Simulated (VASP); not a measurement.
# BN (P6_3/mmc) in VASP: single point with LDA

Aim: the single point of BN with LDA.

Program: VASP 6.6.1. These are calculated values, not measurements. Logs are shortened: lines on timing, memory, paths and dates and some standing lists are left out, and cuts for length are marked.

### 1 The cell of the first run

It takes space group P6_3/mmc (No. 194, hexagonal). Conventional cell: a = 2.498 Å, b = 2.498 Å, c = 6.636 Å, α = 90.00°, β = 90.00°, γ = 120.00°. Within 1.9 Å of B (site symmetry -6m2) lie 3 N at 1.44 Å. N (site symmetry -6m2) has 3 B at 1.44 Å within 1.9 Å.

### 2 Single point, LDA

Contents of INCAR:

```
PREC = Accurate ; ENCUT = 600
EDIFF = 1E-6 ; ISMEAR = 0
SIGMA = 0.01 ; LREAL = F
LASPH = T ; NELM = 120
ALGO = Normal ; ISIF = 2
LWAVE = F ; LCHARG = F
NBANDS = 16 ; GGA_COMPAT = F
```

Contents of KPOINTS:

```
regular mesh
0
Gamma
  12 12 4
```

Contents of POSCAR:

```
BN
1.0
    2.4982400000      0.0000000000      0.0000000000
   -1.2491200000      2.1635393048      0.0000000000
    0.0000000000      0.0000000000      6.6357000000
B N
2 2
Direct
    0.3333333333      0.6666666667      0.2500000000
    0.6666666667      0.3333333333      0.7500000000
    0.3333333333      0.6666666667      0.7500000000
    0.6666666667      0.3333333333      0.2500000000
```

Potentials or basis: VASP PAW LDA potentials, release 64 (B, N).

On the command line:

```console
$ cat potpaw_LDA.64/B/POTCAR potpaw_LDA.64/N/POTCAR > POTCAR
$ mpirun -np 1 vasp_std > vasp.out
```

OUTCAR:

```text
PREC = Accurate
   ENCUT = 600
   EDIFF = 1E-6
   ISMEAR = 0
   LREAL = F
   LASPH = T
   NELM = 120
   ISIF = 2

 ion  position               nearest neighbor table
   1  0.333  0.667  0.250-   4 1.44   4 1.44   4 1.44
   2  0.667  0.333  0.750-   3 1.44   3 1.44   3 1.44
   3  0.333  0.667  0.750-   2 1.44   2 1.44   2 1.44
   4  0.667  0.333  0.250-   1 1.44   1 1.44   1 1.44

  LATTYP: Found a hexagonal cell.
 ALAT       =     2.4982400000
 C/A-ratio  =     2.6561499296

  Lattice vectors:

 A1 = (   2.4982400000,   0.0000000000,   0.0000000000)
 A2 = (  -1.2491200000,   2.1635393048,   0.0000000000)
 A3 = (   0.0000000000,   0.0000000000,   6.6357000000)

Analysis of symmetry for initial positions (statically):
=====================================================================
 Subroutine PRICEL returns:
 Original cell was already a primitive cell.

 Routine SETGRP: Setting up the symmetry group for a
 hexagonal supercell.

 Subroutine GETGRP returns: Found 24 space group operations
 (whereof 12 operations were pure point group operations)
 out of a pool of 24 trial point group operations.

The static configuration has the point symmetry D_3d.
 The point group associated with its full space group is D_6h.

Analysis of symmetry for dynamics (positions and initial velocities):
=====================================================================
 Subroutine PRICEL returns:
 Original cell was already a primitive cell.

 Routine SETGRP: Setting up the symmetry group for a
 hexagonal supercell.

 Subroutine GETGRP returns: Found 24 space group operations
 (whereof 12 operations were pure point group operations)
 out of a pool of 24 trial point group operations.

The dynamic configuration has the point symmetry D_3d.
 The point group associated with its full space group is D_6h.

 Subroutine INISYM returns: Found 24 space group operations
 (whereof 12 operations are pure point group operations),
 and found     1 'primitive' translations

----------------------------------------------------------------------------------------

                                     Primitive cell

  volume of cell :      35.8662

  direct lattice vectors                    reciprocal lattice vectors
     2.498240000  0.000000000  0.000000000     0.400281798  0.231102804  0.000000000
    -1.249120000  2.163539305  0.000000000     0.000000000  0.462205608  0.000000000
     0.000000000  0.000000000  6.635700000     0.000000000  0.000000000  0.150700002

  length of vectors
[... 91 lines left out ...]
   NFREE  =      0    steps in history (QN), initial steepest desc. (CG)
   ISIF   =      2    stress and relaxation
   ISYM   =      2    0-nonsym 1-usesym 2-fastsym
   POTIM  = 0.5000    time-step for ionic-motion
   TEBEG  =    0.0;   TEEND  =   0.0 temperature during run
   PSTRESS=    0.0 pullay stress
   NELECT =      16.0000    total number of electrons
   NUPDOWN=      -1.0000    fix difference up-down
   EMIN   =  10.00;   EMAX   =-10.00  energy-range for DOS
   EFERMI =   0.00;   METHOD = LEGACY
   ISMEAR =     0;   SIGMA  =   0.01  broadening in eV -4-tet -1-fermi 0-gaus
   EFERMI_NEDOS =   21; number of points for ismear=-14 and -15
   IALGO  =     38    algorithm
   IMIX   =      4    mixing-type and parameters
     AMIX     =   0.40;   BMIX     =  1.00
     AMIX_MAG =   1.60;   BMIX_MAG =  1.00
  volume/ion in A,a.u.               =       8.97        60.51
  Fermi-wavevector in a.u.,A,eV,Ry     =   1.250891  2.363842 21.289433  1.564729
  Thomas-Fermi vector in A             =   2.384864
   LORBIT       =      0    0 simple, 1 ext, 2 COOP (PROOUT), +10 PAW based schemes
   GGA     = CA    functional components
   LHFCALC =     F    Hartree Fock is set to
   AEXX    =    0.0000 exact exchange contribution
   IVDW    =     0    specifies the selected vdW correction
   LEPSILON=     F    determine dielectric tensor
   LRPA    =     F    only Hartree local field effects (RPA)
 non-spin polarized calculation
 Gauss-broadening in eV      SIGMA  =   0.01
  energy-cutoff  :      600.00
  volume of cell :       35.87
 maximum number of plane-waves:      1224
 NGX is ok and might be reduce to    20
   NGX =  9   NGY =  9   NGZ = 27

 number of electron      16.0000002 magnetization

 Free energy of the ion-electron system (eV)
  ---------------------------------------------------
  ext. energy  EPLUGINS =         0.00000000
  ---------------------------------------------------
  free energy    TOTEN  =       -38.58187378 eV

  energy without entropy =      -38.58187378  energy(sigma->0) =      -38.58187378

 E-fermi :   2.2376     XC(G=0): -10.5395

 val. band max:        2.1811885585   @ k =   0.3333   0.3333   0.5000
 cond. band min:       6.2666340044   @ k =   0.5000   0.0000   0.0000
 fundamental gap:      4.0854454460
 Fermi energy:         2.2375620274

 k-point     1 :       0.0000    0.0000    0.0000
  band No.  band energies     occupation
      1     -15.4491      2.00000
      2     -15.1331      2.00000
      3      -4.1868      2.00000
      4      -1.9677      2.00000
      5       0.8477      2.00000
      6       0.8477      2.00000
[... 433 lines left out ...]
      3      -4.6746      2.00000
      4      -4.6140      2.00000
      5      -1.4201      2.00000
      6      -1.3758      2.00000
[... 8 lines left out ...]
     15      18.7717      0.00000
     16      20.6990      0.00000

 [... further k-points ...]

------------------------ aborting loop because EDIFF is reached ----------------------------------------

  FORCE on cell =-STRESS in cart. coord.  units (eV):
  Direction    XX          YY          ZZ          XY          YZ          ZX
  --------------------------------------------------------------------------------------
  -------------------------------------------------------------------------------------
  Total       -0.8047413     -0.8047413     -0.1807259      0.0000000      0.0000000      0.0000000
  in kB      -35.9485353    -35.9485353     -8.0731937      0.0000000      0.0000000      0.0000000
  external PRESSURE =     -26.6567548 kB  Pullay stress =       0.0000000 kB

 VOLUME and BASIS-vectors are now :
 -----------------------------------------------------------------------------
  energy-cutoff  :      600.00
  volume of cell :       35.87
      direct lattice vectors                 reciprocal lattice vectors
     2.498240000  0.000000000  0.000000000     0.400281798  0.231102804  0.000000000
    -1.249120000  2.163539305  0.000000000     0.000000000  0.462205608  0.000000000
     0.000000000  0.000000000  6.635700000     0.000000000  0.000000000  0.150700002

 POSITION                                       TOTAL-FORCE (eV/Angst)
 -----------------------------------------------------------------------------------
     -0.00000      1.44236      1.65892         0.000000     -0.000000      0.000000
      1.24912      0.72118      4.97677        -0.000000      0.000000      0.000000
     -0.00000      1.44236      4.97677        -0.000000     -0.000000      0.000000
      1.24912      0.72118      1.65892         0.000000      0.000000      0.000000
 -----------------------------------------------------------------------------------
    total drift:                                0.000000     -0.000000      0.000000

  FREE ENERGIE OF THE ION-ELECTRON SYSTEM (eV)
  ---------------------------------------------------
  free  energy   TOTEN  =       -38.5818737793 eV

  energy  without entropy=      -38.5818737793  energy(sigma->0) =      -38.58187378
```

OSZICAR:

```text
N       E                     dE             d eps       ncg     rms          rms(c)
DAV:   1     0.504205424956E+02    0.50421E+02   -0.87309E+03  1840   0.103E+03
DAV:   2    -0.394122269723E+02   -0.89833E+02   -0.81596E+02  2552   0.222E+02
DAV:   3    -0.425749051088E+02   -0.31627E+01   -0.31491E+01  2416   0.409E+01
DAV:   4    -0.425919197863E+02   -0.17015E-01   -0.17012E-01  2232   0.349E+00
DAV:   5    -0.425920716034E+02   -0.15182E-03   -0.15182E-03  2344   0.306E-01    0.111E+01
DAV:   6    -0.390621701023E+02    0.35299E+01   -0.57958E+00  2160   0.181E+01    0.478E+00
DAV:   7    -0.387042316112E+02    0.35794E+00   -0.46996E-01  2472   0.486E+00    0.297E+00
DAV:   8    -0.385874207756E+02    0.11681E+00   -0.27997E-01  2312   0.354E+00    0.475E-01
DAV:   9    -0.385818750492E+02    0.55457E-02   -0.16395E-02  2104   0.994E-01    0.185E-01
DAV:  10    -0.385818579646E+02    0.17085E-04   -0.69757E-04  2408   0.204E-01    0.255E-02
DAV:  11    -0.385818736413E+02   -0.15677E-04   -0.22048E-05  2136   0.387E-02    0.180E-02
DAV:  12    -0.385818737793E+02   -0.13796E-06   -0.55806E-06  2208   0.168E-02
   1 F= -.38581874E+02 E0= -.38581874E+02  d E =-.660087E-18
```

stdout:

```text
POSCAR found type information on POSCAR B N
 POSCAR found :  2 types and       4 ions
 scaLAPACK will be used
 LDA part: xc-table for (Slater(with rela. corr.)+CA(PZ))
 , standard interpolation
 POSCAR, INCAR and KPOINTS ok, starting setup
 FFT: planning ... GRIDC
 FFT: planning ... GRID_SOFT
 FFT: planning ... GRID
 WAVECAR not read
 entering main loop
```

Wall time 39 s (1 thread of Intel Xeon 8259CL, shared host); peak memory 0.15 GiB.

Results:

```yaml
Free_energy: -38.5819 eV
Pressure: -2.7 GPa
Band_gap_on_the_k_mesh: 4.09 eV (least direct gap 4.51 eV)
```

Levels at points of the mesh, in eV from the valence-band top:
```
           k point  band 5  band 6  band 7  band 8  band 9  band 10  band 11  band 12
(0.00, 0.00, 0.00)   -1.33   -1.33   -1.30   -1.30    4.94    10.06    11.49    11.49
(0.50, 0.00, 0.00)   -4.17   -4.10   -1.49   -0.44    4.09     5.54     9.53    10.01
(0.00, 0.00, 0.50)   -1.31   -1.31   -1.31   -1.31    7.37     7.37    11.55    11.55
(0.50, 0.00, 0.50)   -4.14   -4.14   -0.94   -0.94    4.57     4.57     9.97     9.97
```

A k mesh can miss the band edges.
